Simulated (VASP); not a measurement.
# CoSi2 (Fm-3m) in VASP: a series of runs, part 2 of 2

VASP 6.6.1.

**3. Single point, PBE (volume scaled by 0.980)**

File INCAR:

```
ALGO = Normal
EDIFF = 1E-7
ENCUT = 520
GGA = PE
ISIF = 2
ISMEAR = 0
LASPH = True
LCHARG = True
LELF = True
LREAL = False
LVHAR = True
LWAVE = False
NBANDS = 16
NELM = 100
PREC = Accurate
SIGMA = 0.05
```

File KPOINTS:

```
k-points
0
Gamma
  12 12 12
```

File POSCAR:

```
CoSi2
1.0
    0.0000000000      2.6618343333      2.6618343333
    2.6618343333      0.0000000000      2.6618343333
    2.6618343333      2.6618343333      0.0000000000
Co Si
1 2
Direct
    0.0000000000      0.0000000000      0.0000000000
    0.2500000000      0.2500000000      0.2500000000
    0.7500000000      0.7500000000      0.7500000000
```

Potentials or basis: VASP PAW PBE potentials, release 64 (Co, Si).

The run is started by

```console
> cat potpaw_PBE.64/Co/POTCAR potpaw_PBE.64/Si/POTCAR > POTCAR
> mpirun -np 1 vasp_std > vasp.out
```

OUTCAR:

```text
EDIFF = 1E-7
   ENCUT = 520
   GGA = PE
   ISIF = 2
   ISMEAR = 0
   LASPH = True
   LREAL = False
   NELM = 100
   PREC = Accurate

 ion  position               nearest neighbor table
   1  0.000  0.000  0.000-   3 2.31   3 2.31   3 2.31   2 2.31   3 2.31   2 2.31   2 2.31   2 2.31

   2  0.250  0.250  0.250-   1 2.31   1 2.31   1 2.31   1 2.31   3 2.66   3 2.66   3 2.66   3 2.66
                             3 2.66   3 2.66
   3  0.750  0.750  0.750-   1 2.31   1 2.31   1 2.31   1 2.31   2 2.66   2 2.66   2 2.66   2 2.66
                             2 2.66   2 2.66

  LATTYP: Found a face centered cubic cell.
 ALAT       =     5.3236686666

  Lattice vectors:

 A1 = (   0.0000000000,   2.6618343333,   2.6618343333)
 A2 = (   2.6618343333,   0.0000000000,   2.6618343333)
 A3 = (   2.6618343333,   2.6618343333,   0.0000000000)

Analysis of symmetry for initial positions (statically):
=====================================================================
 Subroutine PRICEL returns:
 Original cell was already a primitive cell.

 Routine SETGRP: Setting up the symmetry group for a
 face centered cubic supercell.

 Subroutine GETGRP returns: Found 48 space group operations
 (whereof 48 operations were pure point group operations)
 out of a pool of 48 trial point group operations.

The static configuration has the point symmetry O_h .

Analysis of symmetry for dynamics (positions and initial velocities):
=====================================================================
 Subroutine PRICEL returns:
 Original cell was already a primitive cell.

 Routine SETGRP: Setting up the symmetry group for a
 face centered cubic supercell.

[... 120 lines left out ...]
   EFERMI =   0.00;   METHOD = LEGACY
   ISMEAR =     0;   SIGMA  =   0.05  broadening in eV -4-tet -1-fermi 0-gaus
   EFERMI_NEDOS =   21; number of points for ismear=-14 and -15
   IALGO  =     38    algorithm
   IMIX   =      4    mixing-type and parameters
     AMIX     =   0.40;   BMIX     =  1.00
     AMIX_MAG =   1.60;   BMIX_MAG =  1.00
  volume/ion in A,a.u.               =      12.57        84.85
  Fermi-wavevector in a.u.,A,eV,Ry     =   1.255163  2.371914 21.435082  1.575434
  Thomas-Fermi vector in A             =   2.388933
   LORBIT       =      0    0 simple, 1 ext, 2 COOP (PROOUT), +10 PAW based schemes
   GGA     = PE    functional components
   LHFCALC =     F    Hartree Fock is set to
   AEXX    =    0.0000 exact exchange contribution
   IVDW    =     0    specifies the selected vdW correction
   LEPSILON=     F    determine dielectric tensor
   LRPA    =     F    only Hartree local field effects (RPA)
 non-spin polarized calculation
 Gauss-broadening in eV      SIGMA  =   0.05
  energy-cutoff  :      520.00
  volume of cell :       37.72
 maximum number of plane-waves:      1036
   NGX = 13   NGY = 13   NGZ = 13

 number of electron      17.0000003 magnetization

 Free energy of the ion-electron system (eV)
  ---------------------------------------------------
  ext. energy  EPLUGINS =         0.00000000
  ---------------------------------------------------
  free energy    TOTEN  =       -19.28787861 eV

  energy without entropy =      -19.28646206  energy(sigma->0) =      -19.28717033

 E-fermi :  10.3217     XC(G=0): -11.8303

 val. band max:       10.3048300588   @ k =   0.4167   0.2500   0.0833
 cond. band min:      10.3444131244   @ k =   0.4167   0.0833   0.0000
 fundamental gap:      0.0395830657
 Fermi energy:        10.3216590080

 k-point     1 :       0.0000    0.0000    0.0000
  band No.  band energies     occupation
      1      -2.9266      2.00000
      2       6.1798      2.00000
      3       6.1798      2.00000
      4       6.1798      2.00000
      5       8.3709      2.00000
      6       8.3709      2.00000
[... 433 lines left out ...]
      3       5.8042      2.00000
      4       6.8312      2.00000
      5       7.3891      2.00000
      6       8.2103      2.00000
[... 8 lines left out ...]
     15      19.6676      0.00000
     16      20.1152      0.00000

 [... further k-points ...]

------------------------ aborting loop because EDIFF is reached ----------------------------------------

  FORCE on cell =-STRESS in cart. coord.  units (eV):
  Direction    XX          YY          ZZ          XY          YZ          ZX
  --------------------------------------------------------------------------------------
  -------------------------------------------------------------------------------------
  Total        0.8548356      0.8548356      0.8548356      0.0000000     -0.0000000      0.0000000
  in kB       36.3094891     36.3094891     36.3094891      0.0000000     -0.0000000      0.0000000
  external PRESSURE =      36.3094891 kB  Pullay stress =       0.0000000 kB

 VOLUME and BASIS-vectors are now :
 -----------------------------------------------------------------------------
  energy-cutoff  :      520.00
  volume of cell :       37.72
      direct lattice vectors                 reciprocal lattice vectors
     0.000000000  2.661834333  2.661834333    -0.187840390  0.187840390  0.187840390
     2.661834333  0.000000000  2.661834333     0.187840390 -0.187840390  0.187840390
     2.661834333  2.661834333  0.000000000     0.187840390  0.187840390 -0.187840390

 POSITION                                       TOTAL-FORCE (eV/Angst)
 -----------------------------------------------------------------------------------
      0.00000      0.00000      0.00000         0.000000      0.000000      0.000000
      1.33092      1.33092      1.33092        -0.000000     -0.000000     -0.000000
      3.99275      3.99275      3.99275         0.000000      0.000000      0.000000
 -----------------------------------------------------------------------------------
    total drift:                               -0.000000     -0.000000      0.000000

  FREE ENERGIE OF THE ION-ELECTRON SYSTEM (eV)
  ---------------------------------------------------
  free  energy   TOTEN  =       -19.2878786064 eV

  energy  without entropy=      -19.2864620598  energy(sigma->0) =      -19.28717033
```

OSZICAR:

```text
N       E                     dE             d eps       ncg     rms          rms(c)
DAV:   1     0.606983441239E+02    0.60698E+02   -0.68420E+03  2312   0.102E+03
DAV:   2    -0.175289021501E+02   -0.78227E+02   -0.70002E+02  2568   0.202E+02
DAV:   3    -0.206483300555E+02   -0.31194E+01   -0.30494E+01  3080   0.446E+01
DAV:   4    -0.207015478167E+02   -0.53218E-01   -0.53184E-01  2744   0.558E+00
DAV:   5    -0.207031023074E+02   -0.15545E-02   -0.15544E-02  3032   0.974E-01    0.146E+01
DAV:   6    -0.241707220780E+02   -0.34676E+01   -0.23820E+01  2464   0.102E+02    0.173E+01
DAV:   7    -0.193202350148E+02    0.48505E+01   -0.10924E+01  2904   0.800E+01    0.332E+00
DAV:   8    -0.193192388365E+02    0.99618E-03   -0.70690E-01  2752   0.536E+00    0.188E+00
DAV:   9    -0.192878125383E+02    0.31426E-01   -0.82111E-02  2736   0.542E+00    0.482E-01
DAV:  10    -0.192880780058E+02   -0.26547E-03   -0.66384E-03  3240   0.127E+00    0.143E-01
DAV:  11    -0.192878514760E+02    0.22653E-03   -0.85568E-04  2976   0.552E-01    0.305E-02
DAV:  12    -0.192878790822E+02   -0.27606E-04   -0.77681E-05  2528   0.620E-02    0.167E-02
DAV:  13    -0.192878780147E+02    0.10675E-05   -0.61959E-06  3008   0.360E-02    0.716E-03
DAV:  14    -0.192878784342E+02   -0.41942E-06   -0.82832E-07  3528   0.957E-03    0.297E-03
DAV:  15    -0.192878785463E+02   -0.11213E-06   -0.71109E-08  1632   0.513E-03    0.969E-04
DAV:  16    -0.192878786064E+02   -0.60101E-07   -0.32235E-08  1392   0.198E-03
   1 F= -.19287879E+02 E0= -.19287170E+02  d E =-.141655E-02
```

It took 96 s on 1 thread of AMD EPYC 7R13, shared host; peak memory 0.15 GiB.

Results:

```
Free energy : -19.2879 eV
Pressure    : 3.6 GPa
```

Levels at points of the mesh, in eV from the Fermi level:
```tsv
k point	band 5	band 6	band 7	band 8	band 9	band 10	band 11	band 12	band 13	band 14
(0.00, 0.00, 0.00)	-1.95	-1.95	0.96	3.47	3.47	3.47	3.50	3.50	3.50	5.76
(0.50, 0.00, 0.00)	-2.20	-1.66	-1.66	-0.47	-0.47	2.77	3.48	3.48	4.52	10.47
(0.50, 0.50, 0.00)	-3.69	-1.99	-1.99	-1.95	-1.36	1.66	2.95	8.59	9.79	9.79
```
